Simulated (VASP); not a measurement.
# InP (F-43m) in VASP: notebook, part 3 of 3

VASP 6.6.1. Earlier steps stand in the parts before.

## Step 5: Single point, r2SCAN0

This run uses another cell than the first one, of 24.16 Å³/atom.

Contents of POSCAR:

```
InP
1.0
    0.0000000000      2.8908937935      2.8908937935
    2.8908937935      0.0000000000      2.8908937935
    2.8908937935      2.8908937935      0.0000000000
In P
1 1
Direct
    0.0000000000      0.0000000000      0.0000000000
    0.7500000000      0.7500000000      0.7500000000
```

Contents of INCAR.step1:

```
PREC = Accurate
ENCUT = 520
EDIFF = 1E-5
ISMEAR = -1
SIGMA = 0.05
LREAL = False
LASPH = True
NELM = 100
ALGO = Normal
ISIF = 2
LWAVE = True
LCHARG = False
NBANDS = 16
GGA = PE
```

Contents of INCAR.step2:

```
PREC = Accurate
ENCUT = 520
EDIFF = 1E-7
ISMEAR = -1
SIGMA = 0.05
LREAL = False
LASPH = True
NELM = 100
ALGO = Normal
ISIF = 2
LWAVE = False
LCHARG = False
METAGGA = R2SCAN
LHFCALC = True
AEXX = 0.25
LMIXTAU = True
PRECFOCK = Normal
NBANDS = 16
ISTART = 1
```

Contents of KPOINTS:

```
regular mesh
0
Gamma
  4 4 4
```

Potentials or basis: VASP PAW PBE potentials, release 64 (In_d, P).

Run with:

```sh
$ cat potpaw_PBE.64/In_d/POTCAR potpaw_PBE.64/P/POTCAR > POTCAR
$ cp INCAR.step1 INCAR
$ mpirun -np 1 vasp_std > vasp.out
$ cp INCAR.step2 INCAR
$ mpirun -np 1 vasp_std > vasp.out
```

OUTCAR:

```text
PREC = Accurate
   ENCUT = 520
   EDIFF = 1E-7
   ISMEAR = -1
   LREAL = False
   LASPH = True
   NELM = 100
   ISIF = 2
   METAGGA = R2SCAN
   LHFCALC = True
   AEXX = 0.25
   PRECFOCK = Normal
   ISTART = 1

 ion  position               nearest neighbor table
   1  0.000  0.000  0.000-   2 2.50   2 2.50   2 2.50   2 2.50
   2  0.750  0.750  0.750-   1 2.50   1 2.50   1 2.50   1 2.50

  LATTYP: Found a face centered cubic cell.
 ALAT       =     5.7817875870

  Lattice vectors:

 A1 = (   0.0000000000,   2.8908937935,   2.8908937935)
 A2 = (   2.8908937935,   0.0000000000,   2.8908937935)
 A3 = (   2.8908937935,   2.8908937935,   0.0000000000)

Analysis of symmetry for initial positions (statically):
=====================================================================
 Subroutine PRICEL returns:
 Original cell was already a primitive cell.

 Routine SETGRP: Setting up the symmetry group for a
 face centered cubic supercell.

 Subroutine GETGRP returns: Found 24 space group operations
 (whereof 24 operations were pure point group operations)
 out of a pool of 48 trial point group operations.

The static configuration has the point symmetry T_d .

Analysis of symmetry for dynamics (positions and initial velocities):
=====================================================================
 Subroutine PRICEL returns:
 Original cell was already a primitive cell.

 Routine SETGRP: Setting up the symmetry group for a
 face centered cubic supercell.

 Subroutine GETGRP returns: Found 24 space group operations
 (whereof 24 operations were pure point group operations)
[... 104 lines left out ...]
     AMIX     =   0.40;   BMIX     =  1.00
     AMIX_MAG =   1.60;   BMIX_MAG =  1.00
  volume/ion in A,a.u.               =      24.16       163.04
  Fermi-wavevector in a.u.,A,eV,Ry     =   1.177941  2.225986 18.878695  1.387545
  Thomas-Fermi vector in A             =   2.314279
   LORBIT       =      0    0 simple, 1 ext, 2 COOP (PROOUT), +10 PAW based schemes
   METAGGA = R2SCAN    functional components
   LHFCALC =     T    Hartree Fock is set to
   PRECFOCK=normal    Normal, Fast or Accurate (Low or Medium for compatibility)
   ENCUT4O =  -1.0   cutoff for four orbital integrals eV
   NKREDX  =     1    reduce k-point grid by
   NKREDY  =     1    reduce k-point grid by
   NKREDZ  =     1    reduce k-point grid by
   AEXX    =    0.2500 exact exchange contribution
   HFSCREEN=    0.0000 screening length (either q_TF or 0.3 A-1)
   HFSCREENC=   0.0000 screening length for correlation (either q_TF or 0.3 A-1)
   ENCUTFOCK=  -1.0 apply spherical cutoff to Coloumb kernel
   IVDW    =     0    specifies the selected vdW correction
   LEPSILON=     F    determine dielectric tensor
   LRPA    =     F    only Hartree local field effects (RPA)
 non-spin polarized calculation
  energy-cutoff  :      520.00
  volume of cell :       48.32
 maximum number of plane-waves:      1316
  NGX = 24; NGY = 24; NGZ = 24

 number of electron      18.0000007 magnetization

 Free energy of the ion-electron system (eV)
  ---------------------------------------------------
  ext. energy  EPLUGINS =         0.00000000
  ---------------------------------------------------
  free energy    TOTEN  =       -28.80369759 eV

  energy without entropy =      -28.80369758  energy(sigma->0) =      -28.80369759

 E-fermi :   5.7993     XC(G=0):  -7.8562

 val. band max:        4.7648553246   @ k =   0.0000   0.0000   0.0000
 cond. band min:       7.5354906469   @ k =   0.0000   0.0000   0.0000
 fundamental gap:      2.7706353223
 Fermi energy:         5.7993479694

 k-point     1 :       0.0000    0.0000    0.0000
  band No.  band energies     occupation
      1     -11.5915      2.00000
      2     -11.5915      2.00000
      3     -11.5915      2.00000
      4     -11.3897      2.00000
      5     -11.3897      2.00000
      6      -8.6326      2.00000
[... 129 lines left out ...]
      3     -11.4725      2.00000
      4     -11.4168      2.00000
      5     -11.3730      2.00000
      6      -5.6618      2.00000
[... 8 lines left out ...]
     15      18.6763      0.00000
     16      19.3885      0.00000

------------------------ aborting loop because EDIFF is reached ----------------------------------------

  FORCE on cell =-STRESS in cart. coord.  units (eV):
  Direction    XX          YY          ZZ          XY          YZ          ZX
  --------------------------------------------------------------------------------------
  -------------------------------------------------------------------------------------
  Total        1.1746396      1.1746396      1.1746396      0.0000000      0.0000000     -0.0000000
  in kB       38.9483289     38.9483289     38.9483289      0.0000000      0.0000000     -0.0000000
  external PRESSURE =      38.9483289 kB  Pullay stress =       0.0000000 kB

 VOLUME and BASIS-vectors are now :
 -----------------------------------------------------------------------------
  energy-cutoff  :      520.00
  volume of cell :       48.32
      direct lattice vectors                 reciprocal lattice vectors
     0.000000000  2.890893794  2.890893794    -0.172956890  0.172956890  0.172956890
     2.890893794  0.000000000  2.890893794     0.172956890 -0.172956890  0.172956890
     2.890893794  2.890893794  0.000000000     0.172956890  0.172956890 -0.172956890

 POSITION                                       TOTAL-FORCE (eV/Angst)
 -----------------------------------------------------------------------------------
      0.00000      0.00000      0.00000         0.000000      0.000000     -0.000000
      4.33634      4.33634      4.33634        -0.000000     -0.000000      0.000000
 -----------------------------------------------------------------------------------
    total drift:                                0.000008      0.000005      0.000005

  FREE ENERGIE OF THE ION-ELECTRON SYSTEM (eV)
  ---------------------------------------------------
  free  energy   TOTEN  =       -28.8036975851 eV

  energy  without entropy=      -28.8036975850  energy(sigma->0) =      -28.80369759
```

OUTCAR.step1:

```text
PREC = Accurate
   ENCUT = 520
   EDIFF = 1E-5
   ISMEAR = -1
   LREAL = False
[... 354 lines left out ...]
      0.00000      0.00000      0.00000        -0.000000     -0.000000     -0.000000
      4.33634      4.33634      4.33634         0.000000      0.000000      0.000000
 -----------------------------------------------------------------------------------
    total drift:                                0.000000      0.000000      0.000000

  FREE ENERGIE OF THE ION-ELECTRON SYSTEM (eV)
  ---------------------------------------------------
  free  energy   TOTEN  =        -8.2073553177 eV

  energy  without entropy=       -8.2073498172  energy(sigma->0) =       -8.20735257
```

It took 9.1 min on 1 thread of AMD EPYC 7R13 (Zen 3), shared host; peak memory 0.15 GiB.

Results:

```yaml
Free_energy: -28.8037 eV
Pressure: 3.9 GPa
Band_gap_on_the_k_mesh: 2.77 eV
```

Levels at points of the mesh, in eV from the valence-band top:
```
           k point  band 6  band 7  band 8  band 9  band 10  band 11  band 12  band 13
(0.00, 0.00, 0.00)  -13.40    0.00    0.00    0.00     2.77     5.87     5.87     5.87
(0.50, 0.00, 0.00)  -11.31   -6.66   -1.16   -1.16     3.33     6.61     6.61     9.11
(0.50, 0.50, 0.00)  -10.53   -6.59   -2.78   -2.78     3.15     3.89    11.92    12.42
```

Caveat: the k points lie up to 0.47 Å⁻¹ apart; the PAW data sets were made with another functional, which shifts forces and pressure a little; spin-orbit coupling is left out, which moves the levels of the heavy elements.

## Step 6: Single point, r2SCAN0

Contents of POSCAR:

```
InP
1.0
    0.0000000000      2.9108316221      2.9108316221
    2.9108316221      0.0000000000      2.9108316221
    2.9108316221      2.9108316221      0.0000000000
In P
1 1
Direct
    0.0000000000      0.0000000000      0.0000000000
    0.7500000000      0.7500000000      0.7500000000
```

Contents of INCAR.step1:

```
SYSTEM = InP
PREC     = Accurate       ! precision mode
ENCUT    = 520            ! plane-wave cutoff, eV
EDIFF    = 1E-5           ! SCF threshold, eV
ISMEAR   = -1             ! smearing method
SIGMA    = 0.05           ! smearing width, eV
LREAL    = .FALSE.        ! projectors in reciprocal space
LASPH    = .TRUE.         ! aspherical terms in the spheres
NELM     = 60             ! most SCF steps
ALGO     = Normal         ! electronic algorithm
ISIF     = 2              ! what is computed and relaxed
LWAVE    = .TRUE.         ! write WAVECAR
NBANDS   = 16             ! bands
GGA      = PE             ! functional
```

Contents of INCAR.step2:

```
SYSTEM = InP
PREC     = Accurate       ! precision mode
ENCUT    = 520            ! plane-wave cutoff, eV
EDIFF    = 1E-6           ! SCF threshold, eV
ISMEAR   = -1             ! smearing method
SIGMA    = 0.05           ! smearing width, eV
LREAL    = .FALSE.        ! projectors in reciprocal space
LASPH    = .TRUE.         ! aspherical terms in the spheres
NELM     = 60             ! most SCF steps
ALGO     = Normal         ! electronic algorithm
ISIF     = 2              ! what is computed and relaxed
LWAVE    = .FALSE.        ! write WAVECAR
LCHARG   = .TRUE.         ! write CHGCAR
METAGGA  = R2SCAN         ! meta-GGA
LHFCALC  = .TRUE.         ! exact exchange
AEXX     = 0.25           ! exact-exchange fraction
LMIXTAU  = .TRUE.       
PRECFOCK = Normal       
LELF     = .TRUE.         ! ELF
LVHAR    = .TRUE.       
NBANDS   = 16             ! bands
ISTART   = 1
```

Contents of KPOINTS:

```
regular mesh
0
G
  4 4 4
  0 0 0
```

Potentials or basis: VASP PAW PBE potentials, release 64 (In_d, P).

Run with:

```sh
$ cat potpaw_PBE.64/In_d/POTCAR potpaw_PBE.64/P/POTCAR > POTCAR
$ cp INCAR.step1 INCAR
$ mpirun -np 1 vasp_std > vasp.out
$ cp INCAR.step2 INCAR
$ mpirun -np 1 vasp_std > vasp.out
```

It took 5.5 min on 1 thread of AMD EPYC 7R13 (Zen 3), shared host; peak memory 0.16 GiB.

Results (log left out):

| Quantity | Value |
| --- | --- |
| Free energy | -28.8226 eV |
| Pressure | 1.9 GPa |
| Band gap on the k mesh | 2.64 eV |

Levels at points of the mesh, in eV from the valence-band top:
| k point | band 5 | band 6 | band 7 | band 8 | band 9 | band 10 | band 11 | band 12 | band 13 | band 14 |
| --- | --- | --- | --- | --- | --- | --- | --- | --- | --- | --- |
| (0.00, 0.00, 0.00) | -16.13 | -13.24 | 0.00 | 0.00 | 0.00 | 2.64 | 5.87 | 5.87 | 5.87 | 10.75 |
| (0.50, 0.00, 0.00) | -16.11 | -11.23 | -6.53 | -1.13 | -1.13 | 3.27 | 6.61 | 6.61 | 9.07 | 11.83 |
| (0.50, 0.50, 0.00) | -16.09 | -10.47 | -6.49 | -2.70 | -2.70 | 3.19 | 3.89 | 11.76 | 12.26 | 12.26 |

Caveat: the k points lie up to 0.47 Å⁻¹ apart; the PAW data sets were made with another functional, which shifts forces and pressure a little; spin-orbit coupling is left out, which moves the levels of the heavy elements.

## Step 7: Overview

| level | cell | screening parameter | gap on the mesh (eV) | pressure (GPa) |
| --- | --- | --- | --- | --- |
| PBEsol-based screened hybrid with 25 % exact exchange | a = 4.117 Å, angles 60.0°, 2 atoms | 0.207 1/Å | 1.55 | 1.2 |
| PBEsol-based screened hybrid with 25 % exact exchange | a = 4.144 Å, angles 60.0°, 2 atoms | 0.207 1/Å | 1.42 | -0.3 |
| r2SCAN0 | a = 4.060 Å, angles 60.0°, 2 atoms | - | 2.90 | 5.9 |
| r2SCAN0 | a = 4.088 Å, angles 60.0°, 2 atoms | - | 2.77 | 3.9 |
| r2SCAN0 | a = 4.117 Å, angles 60.0°, 2 atoms | - | 2.64 | 1.9 |

Alike in all rows: task single point; potentials or basis VASP PAW PBE potentials, release 64 (In_d, P); no spin polarisation; k mesh 4 × 4 × 4; cutoff (eV) 520; smearing fermi-dirac 0.05 eV.

Caveats: all runs use coarse meshes; the PAW data sets were made with another functional, which shifts forces and pressure a little; spin-orbit coupling is left out, which moves the levels of the heavy elements.

Absolute energies hang on the potentials; compare differences alone.
